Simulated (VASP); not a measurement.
Write the native input for VASP 6.6.1 that does the following.

| Quantity | Value |
| --- | --- |
| Task | single point |
| Functional | PBE |
| Potentials or basis | VASP PAW PBE potentials, release 64 (Sc_sv) |
| Cutoff | 520 eV |
| k mesh | 9 × 9 × 13 |
| Occupations | fermi-dirac, width 0.1 eV |
| Spin | no spin polarisation |
| Dipole correction | no |
| Further INCAR settings | ALGO = Normal; EDIFF = 1e-07; NBANDS = 24 |

The structure of Sc lies in POSCAR:

```
Sc
1.0
    5.1396447438      0.0000000000      0.0000000000
   -2.5698223719      4.4510629145      0.0000000000
    0.0000000000      0.0000000000      3.2193483776
Sc
3
Direct
    1.0000000000      1.0000000000      0.0000000000
    0.3333333333      0.6666666667      0.5000000000
    0.6666666667      0.3333333333      0.5000000000
```

This isn't the form of Sc at room conditions, which is hcp.

These files were run (other wordings do the same):

INCAR

```
PREC = Accurate ; ENCUT = 520
EDIFF = 1E-7 ; ISMEAR = -1
SIGMA = 0.1 ; LREAL = False
LASPH = True ; NELM = 60
ALGO = Normal ; ISIF = 2
LWAVE = False ; LCHARG = False
GGA = PE ; NBANDS = 24
```

KPOINTS

```
Automatic mesh
0
Gamma
  9 9 13
```

Potentials or basis: VASP PAW PBE potentials, release 64 (Sc_sv).

The run is started by

```console
$ cat potpaw_PBE.64/Sc_sv/POTCAR > POTCAR
$ mpirun -np 1 vasp_std > vasp.out
```

Results of the run:

```
Pressure               : 0.0 GPa
Band gap on the k mesh : zero (an odd number of electrons rules out a gap without spin polarisation)
```

It took 2.9 min on 1 thread of Intel Xeon 8259CL, with other jobs on the host, peak memory 0.26 GiB.
